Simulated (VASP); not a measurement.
Write the native input for VASP 6.6.1 that does the following.

```
Task                   : single point
Functional             : r2SCAN
Potentials or basis    : VASP PAW PBE potentials, release 64 (Zn)
Cutoff                 : 520 eV
k mesh                 : 7 × 7 × 7
Occupations            : fermi-dirac, width 0.1 eV
Spin                   : no spin polarisation
Dipole correction      : no
Further INCAR settings : ALGO = Normal; EDIFF = 1e-07; NBANDS = 12
```

Zn:

```
CELL_PARAMETERS angstrom
-1.52671 1.52671 1.52671
1.52671 -1.52671 1.52671
1.52671 1.52671 -1.52671
ATOMIC_POSITIONS crystal
Zn 0.00000 0.00000 0.00000
```

One way to write it, as run:

POSCAR

```
Zn
1.0
   -1.5267138901      1.5267138901      1.5267138901
    1.5267138901     -1.5267138901      1.5267138901
    1.5267138901      1.5267138901     -1.5267138901
Zn
1
Direct
    0.0000000000      0.0000000000      0.0000000000
```

INCAR.step1

```
ALGO = Normal ; EDIFF = 1E-4
ENCUT = 520 ; GGA = PE
ISMEAR = -1 ; LASPH = T
LCHARG = F ; LREAL = F
LWAVE = T ; NBANDS = 12
NELM = 80 ; PREC = Accurate
SIGMA = 0.1
```

INCAR.step2

```
ALGO = Normal ; EDIFF = 1E-7
ENCUT = 520 ; ISIF = 2
ISMEAR = -1 ; ISTART = 1
LASPH = T ; LCHARG = T
LELF = T ; LMIXTAU = T
LREAL = F ; LVHAR = T
LWAVE = F ; METAGGA = R2SCAN
NBANDS = 12 ; NELM = 80
PREC = Accurate ; SIGMA = 0.1
```

KPOINTS

```
k-points
0
Gamma
  7 7 7
```

Potentials or basis: VASP PAW PBE potentials, release 64 (Zn).

The run is started by

```console
$ cat potpaw_PBE.64/Zn/POTCAR > POTCAR
$ cp INCAR.step1 INCAR
$ mpirun -np 1 vasp_std > vasp.out
$ cp INCAR.step2 INCAR
$ mpirun -np 1 vasp_std > vasp.out
```

It gave:

```json
{"Pressure": "1.1 GPa", "Band gap on the k mesh": "zero (band 6 reaches 6.02 eV, above the bottom of band 7 at 3.12 eV)"}
```

Caveat: the k points lie up to 0.42 Å⁻¹ apart; the PAW data sets were made with another functional, which shifts forces and pressure a little.

Run time: 12 s on 1 thread of AMD EPYC 7R13 Processor (Zen 3), on a shared host, peak memory 0.09 GiB.
